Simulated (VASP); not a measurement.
# TaN (P6/mmm) in VASP: a series of runs

TaN is run at these levels: LDA; tasks: single point.

All numbers are computed with VASP 6.6.1; they aren't measurements. Logs are shortened: lines on timing, memory, paths and dates and some standing lists are left out, and cuts for length are marked.

## (1) The cell of the first run

Symmetry: P6/mmm, No. 191, hexagonal system. Conventional cell: a = 5.079 Å, b = 5.079 Å, c = 2.849 Å, α = 90.00°, β = 90.00°, γ = 120.00°. Within 3.4 Å of Ta (site symmetry 6/mmm) lie 6 N at 2.54 Å and 14 Ta at 2.85 to 3.26 Å. Ta (site symmetry -6m2) has 6 N at 2.04 Å within 2.7 Å. N (site symmetry mmm) has 6 Ta at 2.04 to 2.54 Å and 4 N at 2.54 Å within 2.7 Å.

## (2) Single point, LDA (10.61 Å³/atom)

Contents of INCAR:

```
SYSTEM = TaN
ALGO = Normal ; EDIFF = 1E-6
ENCUT = 520 ; GGA = CA
ISIF = 2 ; ISMEAR = -1
LASPH = .True. ; LCHARG = .False.
LREAL = .False. ; LWAVE = .False.
NBANDS = 33 ; NELM = 100
PREC = Accurate ; SIGMA = 0.03
```

Contents of KPOINTS:

```
k-points
0
Gamma
  5 5 8
  0 0 0
```

Contents of POSCAR:

```
TaN
1.0
    5.0791532447      0.0000000000      0.0000000000
   -2.5395766223      4.3986757396      0.0000000000
    0.0000000000      0.0000000000      2.8486364041
Ta N
3 3
Direct
    0.0000000000      0.0000000000      0.0000000000
    0.3333333333      0.6666666667      0.5000000000
    0.6666666667      0.3333333333      0.5000000000
    0.5000000000      0.0000000000      0.0000000000
    0.5000000000      0.5000000000      0.0000000000
    0.0000000000      0.5000000000      0.0000000000
```

Potentials or basis: VASP PAW LDA potentials, release 64 (Ta_pv, N).

Launch:

```
cat potpaw_LDA.64/Ta_pv/POTCAR potpaw_LDA.64/N/POTCAR > POTCAR
mpirun -np 1 vasp_std > vasp.out
```

OUTCAR:

```text
SYSTEM = TaN
   EDIFF = 1E-6
   ENCUT = 520
   GGA = CA
   ISIF = 2
   ISMEAR = -1
   LASPH = .True.
   LREAL = .False.
   NELM = 100
   PREC = Accurate

 ion  position               nearest neighbor table
   1  0.000  0.000  0.000-   6 2.54   6 2.54   4 2.54   4 2.54   5 2.54   5 2.54   3 3.26   3 3.26
                             2 3.26   2 3.26   2 3.26   3 3.26   2 3.26   3 3.26   2 3.26   3 3.26
   2  0.333  0.667  0.500-   4 2.04   4 2.04   6 2.04   6 2.04   5 2.04   5 2.04   3 2.93   3 2.93
                             3 2.93   1 3.26   1 3.26   1 3.26   1 3.26   1 3.26   1 3.26
   3  0.667  0.333  0.500-   4 2.04   4 2.04   6 2.04   6 2.04   5 2.04   5 2.04   2 2.93   2 2.93
                             2 2.93   1 3.26   1 3.26   1 3.26   1 3.26   1 3.26   1 3.26
   4  0.500  0.000  0.000-   2 2.04   3 2.04   2 2.04   3 2.04   1 2.54   1 2.54
   5  0.500  0.500  0.000-   2 2.04   3 2.04   2 2.04   3 2.04   1 2.54   1 2.54
   6  0.000  0.500  0.000-   2 2.04   3 2.04   2 2.04   3 2.04   1 2.54   1 2.54

  LATTYP: Found a hexagonal cell.
 ALAT       =     5.0791532447
 C/A-ratio  =     0.5608486822

  Lattice vectors:

 A1 = (   5.0791532447,   0.0000000000,   0.0000000000)
 A2 = (  -2.5395766223,   4.3986757396,   0.0000000000)
 A3 = (   0.0000000000,   0.0000000000,   2.8486364041)

Analysis of symmetry for initial positions (statically):
=====================================================================
 Subroutine PRICEL returns:
 Original cell was already a primitive cell.

 Routine SETGRP: Setting up the symmetry group for a
 hexagonal supercell.

 Subroutine GETGRP returns: Found 24 space group operations
 (whereof 24 operations were pure point group operations)
 out of a pool of 24 trial point group operations.

The static configuration has the point symmetry D_6h.

Analysis of symmetry for dynamics (positions and initial velocities):
=====================================================================
 Subroutine PRICEL returns:
 Original cell was already a primitive cell.

 Routine SETGRP: Setting up the symmetry group for a
 hexagonal supercell.

 Subroutine GETGRP returns: Found 24 space group operations
 (whereof 24 operations were pure point group operations)
 out of a pool of 24 trial point group operations.

The dynamic configuration has the point symmetry D_6h.

 Subroutine INISYM returns: Found 24 space group operations
 (whereof 24 operations are pure point group operations),
 and found     1 'primitive' translations

----------------------------------------------------------------------------------------

                                     Primitive cell

  volume of cell :      63.6429

  direct lattice vectors                    reciprocal lattice vectors
     5.079153245  0.000000000  0.000000000     0.196883211  0.113670575  0.000000000
    -2.539576622  4.398675740  0.000000000     0.000000000  0.227341150  0.000000000
     0.000000000  0.000000000  2.848636404     0.000000000  0.000000000  0.351045152

  length of vectors
     5.079153245  5.079153245  2.848636404     0.227341150  0.227341150  0.351045152

  position of ions in fractional coordinates (direct lattice)
     0.000000000  0.000000000  0.000000000
     0.333333333  0.666666667  0.500000000
     0.666666667  0.333333333  0.500000000
     0.500000000  0.000000000  0.000000000
     0.500000000  0.500000000  0.000000000
     0.000000000  0.500000000  0.000000000

  ion indices of the primitive-cell ions
   primitive index   ion index
                 1           1
                 2           2
                 3           3
                 4           4
                 5           5
                 6           6

----------------------------------------------------------------------------------------

 KPOINTS: k-points

Automatic generation of k-mesh.
 Grid dimensions read from file:
 generate k-points for:    5    5    8

 Generating k-lattice:

  Cartesian coordinates                     Fractional coordinates (reciprocal lattice)
     0.039376642  0.022734115  0.000000000     0.200000000  0.000000000  0.000000000
     0.000000000  0.045468230  0.000000000     0.000000000  0.200000000  0.000000000
     0.000000000  0.000000000  0.043880644     0.000000000  0.000000000  0.125000000

  Length of vectors
     0.045468230  0.045468230  0.043880644

  Shift w.r.t. Gamma in fractional coordinates (k-lattice)
     0.000000000  0.000000000  0.000000000

 Subroutine IBZKPT returns following result:
 ===========================================

 Found     25 irreducible k-points:

 Following reciprocal coordinates:
            Coordinates               Weight
  0.000000  0.000000  0.000000      1.000000
  0.200000  0.000000  0.000000      6.000000
  0.400000  0.000000  0.000000      6.000000
  0.200000  0.200000  0.000000      6.000000
  0.400000  0.200000  0.000000      6.000000
  0.000000  0.000000  0.125000      2.000000
[... 16 lines left out ...]
  0.400000  0.000000  0.500000      6.000000
  0.200000  0.200000  0.500000      6.000000
   k-points           NKPTS =     25   k-points in BZ     NKDIM =     25   number of bands    NBANDS=     33
   number of dos      NEDOS =    301   number of ions     NIONS =      6
   total plane-waves  NPLWV =  38400
   dimension x,y,z NGX =    40 NGY =   40 NGZ =   24
   dimension x,y,z NGXF=    80 NGYF=   80 NGZF=   48
   ions per type =               3   3
   NGX,Y,Z   is equivalent  to a cutoff of  13.09, 13.09, 14.01 a.u.
   NGXF,Y,Z  is equivalent  to a cutoff of  26.18, 26.18, 28.01 a.u.
 SYSTEM =  TaN
   PREC   = accura    normal or accurate (medium, high low for compatibility)
   ISTART =      0    job   : 0-new  1-cont  2-samecut
   ICHARG =      2    charge: 1-file 2-atom 10-const
   ISPIN  =      1    spin polarized calculation?
   LNONCOLLINEAR =      F non collinear calculations
   LSORBIT =      F    spin-orbit coupling
   LASPH  =      T    aspherical Exc in radial PAW
   ENCUT  =  520.0 eV  38.22 Ry    6.18 a.u.   9.44  9.44  5.30*2*pi/ulx,y,z
   NELM   =    100;   NELMIN=  2; NELMDL= -5     # of ELM steps
   EDIFF  = 0.1E-05   stopping-criterion for ELM
   LREAL  =      F    real-space projection
   EDIFFG = 0.1E-04   stopping-criterion for IOM
   NSW    =      0    number of steps for IOM
   IBRION =     -1    ionic relax: 0-MD 1-quasi-New 2-CG
   NFREE  =      0    steps in history (QN), initial steepest desc. (CG)
   ISIF   =      2    stress and relaxation
   ISYM   =      2    0-nonsym 1-usesym 2-fastsym
   POTIM  = 0.5000    time-step for ionic-motion
   TEBEG  =    0.0;   TEEND  =   0.0 temperature during run
   PSTRESS=    0.0 pullay stress
   NELECT =      48.0000    total number of electrons
   NUPDOWN=      -1.0000    fix difference up-down
   EMIN   =  10.00;   EMAX   =-10.00  energy-range for DOS
   EFERMI =   0.00;   METHOD = LEGACY
   ISMEAR =    -1;   SIGMA  =   0.03  broadening in eV -4-tet -1-fermi 0-gaus
   EFERMI_NEDOS =   21; number of points for ismear=-14 and -15
   IALGO  =     38    algorithm
   IMIX   =      4    mixing-type and parameters
     AMIX     =   0.40;   BMIX     =  1.00
     AMIX_MAG =   1.60;   BMIX_MAG =  1.00
  volume/ion in A,a.u.               =      10.61        71.58
  Fermi-wavevector in a.u.,A,eV,Ry     =   1.490179  2.816030 30.213558  2.220634
  Thomas-Fermi vector in A             =   2.602994
   LORBIT       =      0    0 simple, 1 ext, 2 COOP (PROOUT), +10 PAW based schemes
   GGA     = CA    functional components
   LHFCALC =     F    Hartree Fock is set to
   AEXX    =    0.0000 exact exchange contribution
   IVDW    =     0    specifies the selected vdW correction
   LEPSILON=     F    determine dielectric tensor
   LRPA    =     F    only Hartree local field effects (RPA)
 non-spin polarized calculation
  energy-cutoff  :      520.00
  volume of cell :       63.64
 maximum number of plane-waves:      1751
 NGX is ok and might be reduce to    40
   NGX = 19   NGY = 19   NGZ = 11

 number of electron      47.9999992 magnetization

 Free energy of the ion-electron system (eV)
  ---------------------------------------------------
  ext. energy  EPLUGINS =         0.00000000
  ---------------------------------------------------
  free energy    TOTEN  =       -71.14376052 eV

  energy without entropy =      -71.13872808  energy(sigma->0) =      -71.14124430

 E-fermi :   8.8011     XC(G=0): -13.6170

 val. band max:        8.7786084669   @ k =   0.2000   0.0000   0.3750
 cond. band min:       8.8063465443   @ k =   0.2000   0.0000   0.2500
 fundamental gap:      0.0277380774
 Fermi energy:         8.8011327135

 k-point     1 :       0.0000    0.0000    0.0000
  band No.  band energies     occupation
      1     -27.2422      2.00000
      2     -27.2422      2.00000
      3     -26.7682      2.00000
      4     -26.7682      2.00000
      5     -26.5076      2.00000
      6     -26.3685      2.00000
[... 25 lines left out ...]
     32      12.2974      0.00000
     33      12.2974      0.00000

 k-point     2 :       0.2000    0.0000    0.0000
  band No.  band energies     occupation
      1     -27.2815      2.00000
      2     -27.2222      2.00000
      3     -26.7252      2.00000
      4     -26.7104      2.00000
      5     -26.4918      2.00000
      6     -26.4392      2.00000
[... 25 lines left out ...]
     32      12.4675      0.00000
     33      12.6658      0.00000

 k-point     3 :       0.4000    0.0000    0.0000
  band No.  band energies     occupation
      1     -27.3337      2.00000
      2     -27.1266      2.00000
      3     -26.8003      2.00000
      4     -26.6148      2.00000
      5     -26.4712      2.00000
      6     -26.4553      2.00000
[... 25 lines left out ...]
     32      12.6927      0.00000
     33      12.9991      0.00000

 k-point     4 :       0.2000    0.2000    0.0000
  band No.  band energies     occupation
      1     -27.3052      2.00000
      2     -27.1759      2.00000
      3     -26.7759      2.00000
      4     -26.6305      2.00000
      5     -26.4750      2.00000
      6     -26.4644      2.00000
[... 25 lines left out ...]
     32      12.4950      0.00000
     33      12.7341      0.00000

 k-point     5 :       0.4000    0.2000    0.0000
  band No.  band energies     occupation
      1     -27.3149      2.00000
      2     -27.0784      2.00000
      3     -26.9221      2.00000
      4     -26.5811      2.00000
      5     -26.4464      2.00000
      6     -26.4338      2.00000
[... 604 lines left out ...]
 k-point    22 :       0.2000    0.0000    0.5000
  band No.  band energies     occupation
      1     -27.6740      2.00000
      2     -27.4208      2.00000
      3     -27.0447      2.00000
      4     -26.9962      2.00000
      5     -26.5584      2.00000
      6     -26.4744      2.00000
[... 25 lines left out ...]
     32      13.3990      0.00000
     33      13.8922      0.00000

 k-point    23 :       0.4000    0.0000    0.5000
  band No.  band energies     occupation
      1     -27.6326      2.00000
      2     -27.4801      2.00000
      3     -27.0638      2.00000
      4     -26.9359      2.00000
      5     -26.6289      2.00000
      6     -26.4537      2.00000
[... 25 lines left out ...]
     32      13.2887      0.00000
     33      14.9187      0.00000

 k-point    24 :       0.2000    0.2000    0.5000
  band No.  band energies     occupation
      1     -27.6413      2.00000
      2     -27.4684      2.00000
      3     -27.0774      2.00000
      4     -26.9200      2.00000
      5     -26.6328      2.00000
      6     -26.4520      2.00000
[... 25 lines left out ...]
     32      13.0748      0.00000
     33      14.6594      0.00000

 [... further k-points ...]

------------------------ aborting loop because EDIFF is reached ----------------------------------------

  FORCE on cell =-STRESS in cart. coord.  units (eV):
  Direction    XX          YY          ZZ          XY          YZ          ZX
  --------------------------------------------------------------------------------------
  -------------------------------------------------------------------------------------
  Total        7.1311418      7.1311418      9.5791006      0.0000000     -0.0000000      0.0000000
  in kB      179.5226994    179.5226994    241.1487594      0.0000000     -0.0000000      0.0000000
  external PRESSURE =     200.0647194 kB  Pullay stress =       0.0000000 kB

 VOLUME and BASIS-vectors are now :
 -----------------------------------------------------------------------------
  energy-cutoff  :      520.00
  volume of cell :       63.64
      direct lattice vectors                 reciprocal lattice vectors
     5.079153245  0.000000000  0.000000000     0.196883211  0.113670575  0.000000000
    -2.539576622  4.398675740  0.000000000     0.000000000  0.227341150  0.000000000
     0.000000000  0.000000000  2.848636404     0.000000000  0.000000000  0.351045152

 POSITION                                       TOTAL-FORCE (eV/Angst)
 -----------------------------------------------------------------------------------
      0.00000      0.00000      0.00000         0.000000      0.000000      0.000000
     -0.00000      2.93245      1.42432        -0.000000     -0.000000      0.000000
      2.53958      1.46623      1.42432         0.000000      0.000000     -0.000000
      2.53958      0.00000      0.00000         0.000000      0.000000      0.000000
      1.26979      2.19934      0.00000         0.000000      0.000000      0.000000
     -1.26979      2.19934      0.00000         0.000000      0.000000      0.000000
 -----------------------------------------------------------------------------------
    total drift:                               -0.000000      0.000000     -0.000000

  FREE ENERGIE OF THE ION-ELECTRON SYSTEM (eV)
  ---------------------------------------------------
  free  energy   TOTEN  =       -71.1437605170 eV

  energy  without entropy=      -71.1387280849  energy(sigma->0) =      -71.14124430
```

Run time: 47 s. Hardware: 1 thread of Intel Xeon 8259CL, shared host; peak memory 0.18 GiB.

Results:

```yaml
Free_energy: -71.1438 eV
Pressure: 20.0 GPa
Band_gap_on_the_k_mesh: zero (bands 24 and 25 overlap by 2.38 eV)
```

Levels at points of the mesh, in eV from the Fermi level:
```csv
k point,band 20,band 21,band 22,band 23,band 24,band 25,band 26,band 27,band 28,band 29
"(0.00, 0.00, 0.00)",-3.14,-3.14,-2.73,-2.26,-1.47,-1.47,0.77,0.77,1.42,2.41
"(0.00, 0.00, 0.50)",-4.09,-3.30,-3.30,-2.10,0.91,0.91,1.60,2.00,2.71,2.71
```

Caveat: the cell stands under pressure; spin-orbit coupling is left out, which moves the levels of the heavy elements.

## (3) Single point, LDA (10.83 Å³/atom)

This run uses another cell than the first one, of 10.83 Å³/atom.

Contents of INCAR:

```
PREC = Accurate
ENCUT = 520
EDIFF = 1E-7
ISMEAR = -1
SIGMA = 0.03
LREAL = False
LASPH = True
NELM = 60
ALGO = Normal
ISIF = 2
LWAVE = False
LCHARG = False
GGA = CA
NBANDS = 33
```

Contents of KPOINTS:

```
regular mesh
0
Gamma
  5 5 8
```

Edit POSCAR of step 2 so:

```diff
@@ -2,5 +2,5 @@
 1.0
-    5.0791532447      0.0000000000      0.0000000000
-   -2.5395766223      4.3986757396      0.0000000000
-    0.0000000000      0.0000000000      2.8486364041
+    5.1149231080      0.0000000000      0.0000000000
+   -2.5574615540      4.4296533499      0.0000000000
+    0.0000000000      0.0000000000      2.8686978849
 Ta N
```

Potentials or basis: VASP PAW LDA potentials, release 64 (Ta_pv, N).

Launch:

```
cat potpaw_LDA.64/Ta_pv/POTCAR potpaw_LDA.64/N/POTCAR > POTCAR
mpirun -np 1 vasp_std > vasp.out
```

Run time: 53 s. Hardware: 1 thread of Intel Xeon 8259CL, shared host; peak memory 0.18 GiB.

It converged, with:

- Free energy: -71.2775 eV
- Pressure: 11.5 GPa
- Band gap on the k mesh: zero (bands 24 and 25 overlap by 2.30 eV)

Stress tensor (GPa, compression positive):
```
10.45  0.00  0.00
 0.00 10.45  0.00
 0.00  0.00 13.61
```

Levels at points of the mesh, in eV from the Fermi level:
| k point | band 21 | band 22 | band 23 | band 24 | band 25 | band 26 | band 27 | band 28 |
| --- | --- | --- | --- | --- | --- | --- | --- | --- |
| (0.00, 0.00, 0.00) | -3.09 | -2.65 | -2.20 | -1.42 | -1.42 | 0.76 | 0.76 | 1.35 |
| (0.00, 0.00, 0.50) | -3.24 | -3.24 | -2.04 | 0.88 | 0.88 | 1.56 | 1.91 | 2.63 |

Caveat: the cell stands under pressure; spin-orbit coupling is left out, which moves the levels of the heavy elements.

## (4) Single point, LDA (11.06 Å³/atom)

This run uses another cell than the first one, of 11.06 Å³/atom.

Contents of INCAR:

```
PREC     = Accurate       # precision mode
ENCUT    = 520            # plane-wave cutoff, eV
EDIFF    = 1E-6           # SCF threshold, eV
ISMEAR   = -1             # smearing method
SIGMA    = 0.03           # smearing width, eV
LREAL    = False          # projectors in reciprocal space
LASPH    = True           # aspherical terms in the spheres
NELM     = 100            # most SCF steps
ALGO     = Normal         # electronic algorithm
ISIF     = 2              # what is computed and relaxed
LWAVE    = False          # write WAVECAR
LCHARG   = True           # write CHGCAR
LELF     = True           # ELF
LVHAR    = True         
NBANDS   = 33             # bands
```

Contents of KPOINTS:

```
Automatic mesh
0
Gamma
  5 5 8
```

Edit POSCAR of step 3 so:

```diff
@@ -2,5 +2,5 @@
 1.0
-    5.1149231080      0.0000000000      0.0000000000
-   -2.5574615540      4.4296533499      0.0000000000
-    0.0000000000      0.0000000000      2.8686978849
+    5.1501995545      0.0000000000      0.0000000000
+   -2.5750997773      4.4602036488      0.0000000000
+    0.0000000000      0.0000000000      2.8884826334
 Ta N
```

Launch:

```
cat potpaw_LDA.64/Ta_pv/POTCAR potpaw_LDA.64/N/POTCAR > POTCAR
mpirun -np 1 vasp_std > vasp.out
```

Run time: 47 s. Hardware: 1 thread of Intel Xeon 8259CL, shared host; peak memory 0.19 GiB.

The run converged. Its results:

```yaml
Free_energy: -71.3430 eV
Pressure: 3.9 GPa
Band_gap_on_the_k_mesh: zero (bands 24 and 25 overlap by 2.22 eV)
```

Stress tensor (GPa, compression positive):
```
3.71 0.00 0.00
0.00 3.71 0.00
0.00 0.00 4.16
```

Levels at points of the mesh, in eV from the Fermi level:
```csv
k point,band 21,band 22,band 23,band 24,band 25,band 26,band 27,band 28
"(0.00, 0.00, 0.00)",-3.05,-2.57,-2.15,-1.37,-1.37,0.75,0.75,1.29
"(0.00, 0.00, 0.50)",-3.17,-3.17,-1.98,0.86,0.86,1.52,1.82,2.55
```

Caveat: the cell stands under pressure; spin-orbit coupling is left out, which moves the levels of the heavy elements.

## (5) Overview

| cell | gap on the mesh (eV) | pressure (GPa) |
| --- | --- | --- |
| a = 5.079, b = 5.079, c = 2.849 Å, angles 90.0, 90.0, 120.0°, 6 atoms | none | 20.0 |
| a = 5.115, b = 5.115, c = 2.869 Å, angles 90.0, 90.0, 120.0°, 6 atoms | none | 11.5 |
| a = 5.150, b = 5.150, c = 2.888 Å, angles 90.0, 90.0, 120.0°, 6 atoms | none | 3.9 |

Alike in all rows: task single point; level LDA; potentials or basis VASP PAW LDA potentials, release 64 (Ta_pv, N); no spin polarisation; k mesh 5 × 5 × 8; cutoff (eV) 520; smearing fermi-dirac 0.03 eV.

Caveats: the cell stands under pressure; spin-orbit coupling is left out, which moves the levels of the heavy elements.

Absolute energies hang on the potentials; compare differences alone.
